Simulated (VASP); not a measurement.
A run of VASP 6.6.1 is set up as follows.

Contents of INCAR:

```
PREC = Accurate
ENCUT = 520
EDIFF = 1E-7
ISMEAR = 0
SIGMA = 0.05
LREAL = F
LASPH = T
NELM = 60
ALGO = Normal
ISIF = 2
LWAVE = F
LCHARG = T
GGA = CA
LELF = T
LVHAR = T
NBANDS = 11
```

KPOINTS

```
Automatic mesh
0
Gamma
  8 8 8
```

The input POSCAR:

```
MgS
1.0
    0.0000000000      2.6016500000      2.6016500000
    2.6016500000      0.0000000000      2.6016500000
    2.6016500000      2.6016500000      0.0000000000
Mg S
1 1
Direct
    0.0000000000      0.0000000000      0.0000000000
    0.5000000000      0.5000000000      0.5000000000
```

Potentials or basis: VASP PAW LDA potentials, release 64 (Mg, S).

Command:

```bash
$ cat potpaw_LDA.64/Mg/POTCAR potpaw_LDA.64/S/POTCAR > POTCAR
$ mpirun -np 1 vasp_std > vasp.out
```

Task: Estimate the pressure.

Result: -3.9 GPa.

Task: What does it give for the band gap on the k mesh?

Result: 2.56 eV, indirect (least direct gap 3.49 eV).

A k mesh can miss the band edges.
